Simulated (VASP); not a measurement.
A run of VASP 6.6.1 is set up as follows.

File POSCAR:

```
InP
1.0
    0.0000000000      2.8717395317      2.8717395317
    2.8717395317      0.0000000000      2.8717395317
    2.8717395317      2.8717395317      0.0000000000
In P
1 1
Direct
    0.0000000000      0.0000000000      0.0000000000
    0.7500000000      0.7500000000      0.7500000000
```

File INCAR.step1:

```
PREC = Accurate ; ENCUT = 550
ISMEAR = 0 ; SIGMA = 0.01
LREAL = False ; LASPH = True
NELM = 120 ; NBANDS = 16
GGA = PE ; ALGO = Normal
EDIFF = 1E-5 ; LWAVE = True
LCHARG = False ; GGA_COMPAT = False
```

File INCAR.step2:

```
PREC = Accurate ; ENCUT = 550
EDIFF = 1E-6 ; ISMEAR = 0
SIGMA = 0.01 ; LREAL = False
LASPH = True ; NELM = 120
ALGO = Normal ; ISIF = 2
LWAVE = False ; LCHARG = True
METAGGA = R2SCAN ; LMIXTAU = True
LELF = True ; LVHAR = True
NBANDS = 16 ; ISTART = 1
GGA_COMPAT = False
```

KPOINTS

```
regular mesh
0
Gamma
  8 8 8
```

Potentials or basis: VASP PAW PBE potentials, release 64 (In_d, P).

Run with:

```console
$ cat potpaw_PBE.64/In_d/POTCAR potpaw_PBE.64/P/POTCAR > POTCAR
$ cp INCAR.step1 INCAR
$ mpirun -np 1 vasp_std > vasp.out
$ cp INCAR.step2 INCAR
$ mpirun -np 1 vasp_std > vasp.out
```

Task: Estimate the band gap on the k mesh.

Result: 1.52 eV.

Task: Estimate the pressure.

Result: 6.8 GPa.

Caveat: the cell stands under pressure; the PAW data sets were made with another functional, which shifts forces and pressure a little; spin-orbit coupling is left out, which moves the levels of the heavy elements. A k mesh can miss the band edges.
